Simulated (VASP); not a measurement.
# LiH (Cmmm) in VASP: single point with HSE06

Aim: the single point of LiH with HSE06.

Program: VASP 6.6.1. These are calculated values, not measurements. Logs are shortened: lines on timing, memory, paths and dates and some standing lists are left out, and cuts for length are marked.

## (1) The cell of the first run

The structure is orthorhombic, space group Cmmm (No. 65). Conventional cell: a = 3.437 Å, b = 3.639 Å, c = 2.502 Å, α = 90.00°, β = 90.00°, γ = 90.00°. Li (site symmetry mmm) has 8 H at 2.13 to 2.21 Å and 6 Li at 2.50 Å within 2.8 Å. H (site symmetry mmm) has 8 Li at 2.13 to 2.21 Å and 6 H at 2.50 Å within 2.8 Å.

## (2) Single point, HSE06 (shear xy strain +5.7%)

File POSCAR:

```
LiH
1.0
    2.5016587118      0.0716725221      0.0000000000
    0.0716725221      2.5016587118      0.0000000000
    0.0000000000      0.0000000000      2.5016587118
Li H
1 1
Direct
    0.0000000000      0.0000000000      0.0000000000
    0.5000000000      0.5000000000      0.5000000000
```

File INCAR.step1:

```
SYSTEM = LiH
PREC = Accurate
ENCUT = 520
EDIFF = 1E-5
ISMEAR = 0
SIGMA = 0.01
LREAL = .False.
LASPH = .True.
NELM = 100
ALGO = Normal
ISIF = 2
LWAVE = .True.
LCHARG = .False.
NBANDS = 9
GGA = PE
```

File INCAR.step2:

```
SYSTEM = LiH
PREC = Accurate
ENCUT = 520
EDIFF = 1E-6
ISMEAR = 0
SIGMA = 0.01
LREAL = .False.
LASPH = .True.
NELM = 100
ALGO = Normal
ISIF = 2
LWAVE = .False.
LCHARG = .False.
GGA = PE
LHFCALC = .True.
HFSCREEN = 0.2079
PRECFOCK = Normal
NBANDS = 9
ISTART = 1
```

File KPOINTS:

```
regular mesh
0
Gamma
  8 8 8
  0 0 0
```

Potentials or basis: VASP PAW PBE potentials, release 64 (Li_sv, H).

Launch:

```
$ cat potpaw_PBE.64/Li_sv/POTCAR potpaw_PBE.64/H/POTCAR > POTCAR
$ cp INCAR.step1 INCAR
$ mpirun -np 1 vasp_std > vasp.out
$ cp INCAR.step2 INCAR
$ mpirun -np 1 vasp_std > vasp.out
```

OUTCAR:

```text
SYSTEM = LiH
   PREC = Accurate
   ENCUT = 520
   EDIFF = 1E-6
   ISMEAR = 0
   LREAL = .False.
   LASPH = .True.
   NELM = 100
   ISIF = 2
   GGA = PE
   LHFCALC = .True.
   HFSCREEN = 0.2079
   PRECFOCK = Normal
   ISTART = 1

 ion  position               nearest neighbor table
   1  0.000  0.000  0.000-
   2  0.500  0.500  0.500-

  LATTYP: Found a base centered orthorhombic cell.
 ALAT       =     3.4365194259
 B/A-ratio  =     1.0589900654
 C/A-ratio  =     0.7279629188

  Lattice vectors:

 A1 = (  -0.0716725221,  -2.5016587118,   0.0000000000)
 A2 = (   2.5016587118,   0.0716725221,   0.0000000000)
 A3 = (   0.0000000000,   0.0000000000,   2.5016587118)

Analysis of symmetry for initial positions (statically):
=====================================================================
 Subroutine PRICEL returns:
 Original cell was already a primitive cell.

 Routine SETGRP: Setting up the symmetry group for a
 base centered orthorhombic supercell.

 Subroutine GETGRP returns: Found  8 space group operations
 (whereof  8 operations were pure point group operations)
 out of a pool of  8 trial point group operations.

The static configuration has the point symmetry D_2h.

Analysis of symmetry for dynamics (positions and initial velocities):
=====================================================================
 Subroutine PRICEL returns:
 Original cell was already a primitive cell.

 Routine SETGRP: Setting up the symmetry group for a
 base centered orthorhombic supercell.

 Subroutine GETGRP returns: Found  8 space group operations
 (whereof  8 operations were pure point group operations)
 out of a pool of  8 trial point group operations.

The dynamic configuration has the point symmetry D_2h.

 Subroutine INISYM returns: Found  8 space group operations
 (whereof  8 operations are pure point group operations),
 and found     1 'primitive' translations

----------------------------------------------------------------------------------------

                                     Primitive cell

  volume of cell :      15.6433

  direct lattice vectors                    reciprocal lattice vectors
     2.501658712  0.071672522  0.000000000     0.400063163 -0.011461810  0.000000000
     0.071672522  2.501658712  0.000000000    -0.011461810  0.400063163  0.000000000
     0.000000000  0.000000000  2.501658712     0.000000000  0.000000000  0.399734782

  length of vectors
     2.502685210  2.502685210  2.501658712     0.400227320  0.400227320  0.399734782

  position of ions in fractional coordinates (direct lattice)
     0.000000000  0.000000000  0.000000000
     0.500000000  0.500000000  0.500000000

  ion indices of the primitive-cell ions
   primitive index   ion index
                 1           1
                 2           2

----------------------------------------------------------------------------------------

 KPOINTS: regular mesh

Automatic generation of k-mesh.
 Grid dimensions read from file:
 generate k-points for:    8    8    8

 Generating k-lattice:

  Cartesian coordinates                     Fractional coordinates (reciprocal lattice)
     0.050007895 -0.001432726  0.000000000     0.125000000  0.000000000  0.000000000
    -0.001432726  0.050007895  0.000000000     0.000000000  0.125000000  0.000000000
     0.000000000  0.000000000  0.049966848     0.000000000  0.000000000  0.125000000

  Length of vectors
     0.050028415  0.050028415  0.049966848

  Shift w.r.t. Gamma in fractional coordinates (k-lattice)
     0.000000000  0.000000000  0.000000000

 Subroutine IBZKPT returns following result:
 ===========================================

 Found    105 irreducible k-points:

 Following reciprocal coordinates:
            Coordinates               Weight
  0.000000  0.000000  0.000000      1.000000
  0.125000 -0.000000  0.000000      4.000000
  0.250000 -0.000000  0.000000      4.000000
  0.375000 -0.000000  0.000000      4.000000
  0.500000 -0.000000  0.000000      2.000000
  0.125000  0.125000  0.000000      2.000000
[... 16 lines left out ...]
  0.125000 -0.000000  0.125000      8.000000
  0.250000 -0.000000  0.125000      8.000000
 [... further k-points ...]
   k-points           NKPTS =    105   k-points in BZ     NKDIM =    512   number of bands    NBANDS=      9
   number of dos      NEDOS =    301   number of ions     NIONS =      2
   total plane-waves  NPLWV =   8000
   dimension x,y,z NGX =    20 NGY =   20 NGZ =   20
   dimension x,y,z NGXF=    40 NGYF=   40 NGZF=   40
   ions per type =               1   1
   NGX,Y,Z   is equivalent  to a cutoff of  13.29, 13.29, 13.29 a.u.
   NGXF,Y,Z  is equivalent  to a cutoff of  26.57, 26.57, 26.58 a.u.
 SYSTEM =  LiH
   PREC   = accura    normal or accurate (medium, high low for compatibility)
   ISTART =      1    job   : 0-new  1-cont  2-samecut
   ICHARG =      0    charge: 1-file 2-atom 10-const
   ISPIN  =      1    spin polarized calculation?
   LNONCOLLINEAR =      F non collinear calculations
   LSORBIT =      F    spin-orbit coupling
   LASPH  =      T    aspherical Exc in radial PAW
   ENCUT  =  520.0 eV  38.22 Ry    6.18 a.u.   4.65  4.65  4.65*2*pi/ulx,y,z
   NELM   =    100;   NELMIN=  2; NELMDL=  0     # of ELM steps
   EDIFF  = 0.1E-05   stopping-criterion for ELM
   LREAL  =      F    real-space projection
   EDIFFG = 0.1E-04   stopping-criterion for IOM
   NSW    =      0    number of steps for IOM
   IBRION =     -1    ionic relax: 0-MD 1-quasi-New 2-CG
   NFREE  =      0    steps in history (QN), initial steepest desc. (CG)
   ISIF   =      2    stress and relaxation
   ISYM   =      3    0-nonsym 1-usesym 2-fastsym
   POTIM  = 0.5000    time-step for ionic-motion
   TEBEG  =    0.0;   TEEND  =   0.0 temperature during run
   PSTRESS=    0.0 pullay stress
   NELECT =       4.0000    total number of electrons
   NUPDOWN=      -1.0000    fix difference up-down
   EMIN   =  10.00;   EMAX   =-10.00  energy-range for DOS
   EFERMI =   0.00;   METHOD = LEGACY
   ISMEAR =     0;   SIGMA  =   0.01  broadening in eV -4-tet -1-fermi 0-gaus
   EFERMI_NEDOS =   21; number of points for ismear=-14 and -15
   IALGO  =     38    algorithm
   IMIX   =      1    mixing-type and parameters
     AMIX     =   0.40;   BMIX     =  1.00
     AMIX_MAG =   1.60;   BMIX_MAG =  1.00
  volume/ion in A,a.u.               =       7.82        52.78
  Fermi-wavevector in a.u.,A,eV,Ry     =   1.039088  1.963592 14.690262  1.079704
  Thomas-Fermi vector in A             =   2.173602
   LORBIT       =      0    0 simple, 1 ext, 2 COOP (PROOUT), +10 PAW based schemes
   GGA     = PE    functional components
   LHFCALC =     T    Hartree Fock is set to
   PRECFOCK=normal    Normal, Fast or Accurate (Low or Medium for compatibility)
   ENCUT4O =  -1.0   cutoff for four orbital integrals eV
   NKREDX  =     1    reduce k-point grid by
   NKREDY  =     1    reduce k-point grid by
   NKREDZ  =     1    reduce k-point grid by
   AEXX    =    0.2500 exact exchange contribution
   HFSCREEN=    0.2079 screening length (either q_TF or 0.3 A-1)
   HFSCREENC=   0.2079 screening length for correlation (either q_TF or 0.3 A-1)
   ENCUTFOCK=  -1.0 apply spherical cutoff to Coloumb kernel
   IVDW    =     0    specifies the selected vdW correction
   LEPSILON=     F    determine dielectric tensor
   LRPA    =     F    only Hartree local field effects (RPA)
 non-spin polarized calculation
 Gauss-broadening in eV      SIGMA  =   0.01
  energy-cutoff  :      520.00
  volume of cell :       15.64
 maximum number of plane-waves:       441
  NGX = 14; NGY = 14; NGZ = 14

 number of electron       4.0000013 magnetization

 Free energy of the ion-electron system (eV)
  ---------------------------------------------------
  ext. energy  EPLUGINS =         0.00000000
  ---------------------------------------------------
  free energy    TOTEN  =        -6.30519605 eV

  energy without entropy =       -6.30519605  energy(sigma->0) =       -6.30519605

 E-fermi :   3.2174     XC(G=0):  -7.2376

 val. band max:        3.1182095955   @ k =   0.5000   0.5000   0.5000
 cond. band min:       4.6202469910   @ k =   0.0000   0.0000   0.5000
 fundamental gap:      1.5020373955
 Fermi energy:         3.2174370258

 k-point     1 :       0.0000    0.0000    0.0000
  band No.  band energies     occupation
      1     -48.2650      2.00000
      2      -6.6107      2.00000
      3      16.1697      0.00000
      4      16.3222      0.00000
      5      16.5835      0.00000
      6      17.2948      0.00000
      7      19.3968      0.00000
      8      19.4453      0.00000
      9      35.0989      0.00000

 k-point     2 :       0.1250   -0.0000    0.0000
  band No.  band energies     occupation
      1     -48.2566      2.00000
      2      -6.3408      2.00000
      3      12.6897      0.00000
      4      16.6767      0.00000
      5      16.6813      0.00000
      6      17.3198      0.00000
      7      19.8058      0.00000
      8      23.6036      0.00000
      9      33.2144      0.00000

 k-point     3 :       0.2500   -0.0000    0.0000
  band No.  band energies     occupation
      1     -48.2361      2.00000
      2      -5.5844      2.00000
      3       8.7500      0.00000
      4      16.6319      0.00000
      5      17.7399      0.00000
      6      17.8276      0.00000
      7      20.9872      0.00000
      8      29.0176      0.00000
      9      29.8920      0.00000
[... 229 lines left out ...]
 k-point    23 :       0.1250   -0.0000    0.1250
  band No.  band energies     occupation
      1     -48.2484      2.00000
      2      -6.0632      2.00000
      3      12.3686      0.00000
      4      13.5025      0.00000
      5      17.0258      0.00000
      6      17.8053      0.00000
      7      22.7550      0.00000
      8      24.8046      0.00000
      9      31.6502      0.00000

 k-point    24 :       0.2500   -0.0000    0.1250
  band No.  band energies     occupation
      1     -48.2285      2.00000
      2      -5.2807      2.00000
      3       8.8807      0.00000
      4      13.6669      0.00000
      5      17.3616      0.00000
      6      18.3870      0.00000
      7      24.1780      0.00000
      8      27.7184      0.00000
      9      29.3964      0.00000

 [... further k-points ...]

------------------------ aborting loop because EDIFF is reached ----------------------------------------

  FORCE on cell =-STRESS in cart. coord.  units (eV):
  Direction    XX          YY          ZZ          XY          YZ          ZX
  --------------------------------------------------------------------------------------
  -------------------------------------------------------------------------------------
  Total       -0.0366302     -0.0366302     -0.0437285      0.1223847      0.0000000      0.0000000
  in kB       -3.7516528     -3.7516528     -4.4786539     12.5345943      0.0000000      0.0000000
  external PRESSURE =      -3.9939865 kB  Pullay stress =       0.0000000 kB

 VOLUME and BASIS-vectors are now :
 -----------------------------------------------------------------------------
  energy-cutoff  :      520.00
  volume of cell :       15.64
      direct lattice vectors                 reciprocal lattice vectors
     2.501658712  0.071672522  0.000000000     0.400063163 -0.011461810  0.000000000
     0.071672522  2.501658712  0.000000000    -0.011461810  0.400063163  0.000000000
     0.000000000  0.000000000  2.501658712     0.000000000  0.000000000  0.399734782

 POSITION                                       TOTAL-FORCE (eV/Angst)
 -----------------------------------------------------------------------------------
      0.00000      0.00000      0.00000        -0.000000      0.000000      0.000000
      1.28667      1.28667      1.25083         0.000000      0.000000      0.000000
 -----------------------------------------------------------------------------------
    total drift:                                0.000000      0.000000     -0.000000

  FREE ENERGIE OF THE ION-ELECTRON SYSTEM (eV)
  ---------------------------------------------------
  free  energy   TOTEN  =        -6.3051960455 eV

  energy  without entropy=       -6.3051960455  energy(sigma->0) =       -6.30519605
```

It took 4.6 min on 1 thread of Intel Xeon Platinum 8488C (Sapphire Rapids), shared host; peak memory 0.24 GiB.

What came out:

```
Free energy            : -6.3052 eV
Band gap on the k mesh : 1.50 eV (least direct gap 4.73 eV)
```

Caveat: the cell differs from its parent crystal (shear xy strain +5.7%); the cutoff is under 1.25 times the usual one of these potentials, so pressure, stress and relaxed cells hold a basis-set (Pulay) error; the PAW data sets were made with another functional, which shifts forces and pressure a little. A k mesh can miss the band edges.
